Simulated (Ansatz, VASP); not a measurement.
# One calculation of SnSe, two programs

```
Sn Se
1.0
    11.42000    0.00000    0.00000
     0.00000    4.19000    0.00000
     0.00000    0.00000    4.46000
Sn Se
4 4
Direct
  0.87700 0.75000 0.90900
  0.62300 0.25000 0.40900
  0.37700 0.75000 0.59100
  0.12300 0.25000 0.09100
  0.64300 0.75000 0.98400
  0.85700 0.25000 0.48400
  0.14300 0.75000 0.51600
  0.35700 0.25000 0.01600
```

Alike in both runs: functional PBEsol; k mesh 3 × 6 × 6; occupations fermi-dirac, width 0.05 eV; no spin polarisation.

```csv
,VASP,Ansatz
version,VASP 6.6.1,Ansatz 0.2.0
potentials or method,"VASP PAW PBE potentials, release 64 (Sn_d, Se)",Ansatz PAW
plane-wave cutoff (eV),520,420
valence electrons in the cell,80,120
task,single point,band structure
```

|  | VASP | Ansatz | Ansatz less VASP |
| --- | --- | --- | --- |
| gap on the k mesh at the Fermi level (eV) | 0.48 | 0.48 | +0.005 |
| least direct gap on the mesh (eV) | 0.66 | 0.67 | +0.008 |
| pressure (GPa) | -0.5 | -0.6 | -0.05 |
| traceless stress, the component that is largest in VASP (GPa) | 1.78 | 1.75 | -0.025 |
| rms of the force components (eV/Å) | 0.136 | 0.129 | -0.0068 |

VASP's potentials were made for PBE, not for PBEsol. Atom by atom the forces differ by 0.010 eV/Å (rms over components). With one functional, cell and mesh, what is left measures potentials, basis and numerics. VASP's potentials hold 80 valence electrons a cell and Ansatz's 120, so a difference there can come from the potentials and not from the codes.
